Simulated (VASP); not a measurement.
Here is a VASP 6.6.1 calculation.

Contents of POSCAR:

```
TiO2
1.0
    2.6712058821     -2.6953222408     -0.0199768312
    2.6712058821      2.6953222408     -0.0199768312
   -2.6352899207      0.0000000000      4.8119333394
Ti O
2 4
Direct
    0.1250075053      0.8749924947      0.2500000000
    0.8749924947      0.1250075053      0.7500000000
    0.3322533902      0.0822599383      0.6645088197
    0.6677466098      0.9177400617      0.3354911803
    0.9177400617      0.6677466098      0.8354911803
    0.0822599383      0.3322533902      0.1645088197
```

Contents of INCAR.step1:

```
PREC     = Accurate       # precision mode
ENCUT    = 520            # plane-wave cutoff, eV
ISMEAR   = 0              # smearing method
SIGMA    = 0.01           # smearing width, eV
LREAL    = False          # projectors in reciprocal space
LASPH    = True           # aspherical terms in the spheres
NELM     = 60             # most SCF steps
NBANDS   = 33             # bands
GGA      = PE             # functional
ALGO     = Normal         # electronic algorithm
EDIFF    = 1E-4           # SCF threshold, eV
LWAVE    = True           # write WAVECAR
LCHARG   = False          # write CHGCAR
```

INCAR.step2

```
PREC     = Accurate       # precision mode
ENCUT    = 520            # plane-wave cutoff, eV
EDIFF    = 1E-6           # SCF threshold, eV
ISMEAR   = 0              # smearing method
SIGMA    = 0.01           # smearing width, eV
LREAL    = False          # projectors in reciprocal space
LASPH    = True           # aspherical terms in the spheres
NELM     = 60             # most SCF steps
ALGO     = Normal         # electronic algorithm
ISIF     = 2              # what is computed and relaxed
LWAVE    = False          # write WAVECAR
LCHARG   = False          # write CHGCAR
METAGGA  = R2SCAN         # meta-GGA
LMIXTAU  = True         
NBANDS   = 33             # bands
ISTART   = 1
```

The input KPOINTS:

```
regular mesh
0
Gamma
  8 8 8
```

Potentials or basis: VASP PAW PBE potentials, release 64 (Ti_sv, O).

Run with:

```bash
$ cat potpaw_PBE.64/Ti_sv/POTCAR potpaw_PBE.64/O/POTCAR > POTCAR
$ cp INCAR.step1 INCAR
$ mpirun -np 1 vasp_std > vasp.out
$ cp INCAR.step2 INCAR
$ mpirun -np 1 vasp_std > vasp.out
```

Q: What does it give for the band gap on the k mesh?

A: 2.55 eV, indirect (least direct gap 2.85 eV).

Q: What does it give for the largest force?

A: 0.031 eV/Å.

Forces on the atoms (eV/Å):
```
Ti   0.000 -0.001  0.000
Ti   0.000  0.001  0.000
O    0.000  0.001  0.031
O    0.000 -0.001 -0.031
O    0.000  0.001 -0.031
O    0.000 -0.001  0.031
```

Caveat: the cell differs from its parent crystal (uniaxial y strain +0.9%); the PAW data sets were made with another functional, which shifts forces and pressure a little. A k mesh can miss the band edges.
